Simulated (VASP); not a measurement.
Runs of VASP 6.6.1 on TaN. The structure is that of space group R-3m (No. 166), or close to it. The cells are those of the table. 

```csv
cell,gap on the mesh (eV),pressure (GPa)
"a = 2.881 Å, angles 68.1°, 2 atoms",none,24.0
"a = 2.927 Å, angles 65.4°, 2 atoms",none,24.0
"a = 3.173 Å, angles 54.7°, 2 atoms",none,24.4
"a = 3.396 Å, angles 52.2°, 2 atoms",none,(a)
"a = 3.058 Å, angles 65.4°, 2 atoms",none,(b)
"a = 3.033 Å, angles 65.4°, 2 atoms",none,-15.0
"a = 3.250 Å, angles 52.2°, 2 atoms",none,25.0
"a = 3.315 Å, angles 54.7°, 2 atoms",none,-21.5
```

Alike in all rows: task single point; level PBEsol; potentials or basis VASP PAW PBE potentials, release 64 (Ta_pv, N); no spin polarisation; k mesh 20 × 20 × 20; cutoff (eV) 520; smearing gaussian 0.15 eV.

Task: Fill in the values left out.

Result: (a) -20.7; (b) -21.7.

Caveats: the PAW data sets were made with another functional, which shifts forces and pressure a little; spin-orbit coupling is left out, which moves the levels of the heavy elements; the cell stands under pressure (at least some runs); the cell stands under tension (at least some runs).

A k mesh can miss the band edges, and the runs leave out spin-orbit coupling on Ta.

A gap of «none» marks levels without a gap at the run's occupations.
